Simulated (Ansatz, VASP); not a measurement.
**One calculation of AlNi, two programs**

```
Ni Al
1.0
     1.96421   -1.97889    0.00000
     1.96421    1.97889    0.00000
     0.00000    0.00000    3.14022
Ni Al
1 1
Direct
  0.50000 0.50000 0.50000
  0.00000 0.00000 0.00000
```

Alike in both runs: task single point; functional PBE; k mesh 10 × 10 × 9; occupations fermi-dirac, width 0.05 eV; collinear spin.

|  | VASP | Ansatz |
| --- | --- | --- |
| version | VASP 6.6.1 | Ansatz 0.2.0 |
| potentials or method | VASP PAW PBE potentials, release 64 (Ni, Al) | Ansatz PAW |
| plane-wave cutoff (eV) | 520 | 420 |
| valence electrons in the cell | 13 | 21 |

Ansatz gave:

```
gap on the k mesh at the Fermi level (eV)                     : none
pressure (GPa)                                                : -0.7
traceless stress, the component that is largest in VASP (GPa) : -4.18
net moment per atom (μB)                                      : 0.00
```

Q: Which values does VASP return?

A: gap on the k mesh at the Fermi level (eV): none; pressure (GPa): -0.4; traceless stress, the component that is largest in VASP (GPa): -4.31; net moment per atom (μB): 0.00.

A gap of «none» marks a metal or a gap that the smearing closes. VASP's potentials hold 13 valence electrons a cell and Ansatz's 21, so a difference there can come from the potentials and not from the codes.
